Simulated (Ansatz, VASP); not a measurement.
Mg3Zn2O3 in VASP and in Ansatz

The input INCAR:

```
SYSTEM = Mg3Zn2O3
ALGO     = Normal         ! electronic algorithm
EDIFF    = 1E-7           ! SCF threshold, eV
EDIFFG   = -0.08          ! ionic threshold
ENCUT    = 600            ! plane-wave cutoff, eV
GGA      = PE             ! functional
IBRION   = 2              ! ionic algorithm
ISIF     = 3              ! what is computed and relaxed
ISMEAR   = 0              ! smearing method
LASPH    = .True.         ! aspherical terms in the spheres
LCHARG   = .False.        ! write CHGCAR
LREAL    = .False.        ! projectors in reciprocal space
LWAVE    = .False.        ! write WAVECAR
NELM     = 60             ! most SCF steps
NSW      = 36             ! ionic steps
PREC     = Accurate       ! precision mode
SIGMA    = 0.2            ! smearing width, eV
```

Contents of KPOINTS:

```
k-points
0
Gamma
  6 6 2
  0 0 0
```

POSCAR

```
Mg3Zn2O3
1.0
    3.0500000000      0.0000000000      0.0000000000
   -1.5250000000      2.6413774800      0.0000000000
    0.0000000000      0.0000000000     11.9000000000
Mg Zn O
3 2 3
Direct
    0.0000000000      0.0000000000      0.0000000000
    0.6666666700      0.3333333300      0.4030000000
    0.3333333300      0.6666666700      0.2020000000
    0.0000000000      0.0000000000      0.6050000000
    0.3333333300      0.6666666700      0.7980000000
    0.3333333300      0.6666666700      0.5040000000
    0.6666666700      0.3333333300      0.1010000000
    0.0000000000      0.0000000000      0.3030000000
```

Input for Ansatz:

```yaml
crystal:
  lattice:
    - [3.05, 0.0, 0.0]
    - [-1.525, 2.64137748, 0.0]
    - [0.0, 0.0, 11.9]
  atoms:
    - { symbol: Mg, position: [0.0, 0.0, 0.0] }
    - { symbol: Mg, position: [0.66666667, 0.33333333, 0.403] }
    - { symbol: Mg, position: [0.33333333, 0.66666667, 0.202] }
    - { symbol: Zn, position: [0.0, 0.0, 0.605] }
    - { symbol: Zn, position: [0.33333333, 0.66666667, 0.798] }
    - { symbol: O, position: [0.33333333, 0.66666667, 0.504] }
    - { symbol: O, position: [0.66666667, 0.33333333, 0.101] }
    - { symbol: O, position: [0.0, 0.0, 0.303] }
basis:
  ecutwfc: 420
kpoints:
  mp_grid: { grid: [6, 6, 2] }
hamiltonian:
  xc: pbe
scf:
  occupations: { method: gaussian, width: 0.2 }
  lower_state_search: "off"
output:
  forces: true
  stress: true
  eigenvalues: true
relax:
  adjacent_minimum: "off"
  f_tol: 0.08
  max_steps: 16
  cell: { stress_tol: 0.8 }
```

Alike in both runs: task relaxation of cell and atoms; functional PBE; k mesh 6 × 6 × 2; occupations gaussian, width 0.2 eV; no spin polarisation.

|  | VASP | Ansatz |
| --- | --- | --- |
| version | VASP 6.6.1 | Ansatz 0.2.0 |
| potentials or method | VASP PAW PBE potentials, release 64 (Mg, Zn, O), cutoff 600 eV | scalar-relativistic, plane waves, PAW |
| valence electrons in the cell | 48 | 72 |

Ansatz gave:

```
gap on the k mesh at the Fermi level, each at its own relaxed structure (eV) : 0.46
relaxed volume (Å³/atom)                                                     : 11.69
relaxed length of the cell vector where the two differ most in proportion (Å)              : 3.032
```

**Question.** Which values does VASP return?

**Answer.** gap on the k mesh at the Fermi level, each at its own relaxed structure (eV): 0.45; relaxed volume (Å³/atom): 11.63; relaxed length of the cell vector where the two differ most in proportion (Å): 3.025.

VASP's potentials hold 48 valence electrons a cell and Ansatz's 72, so a difference there can come from the potentials and not from the codes.
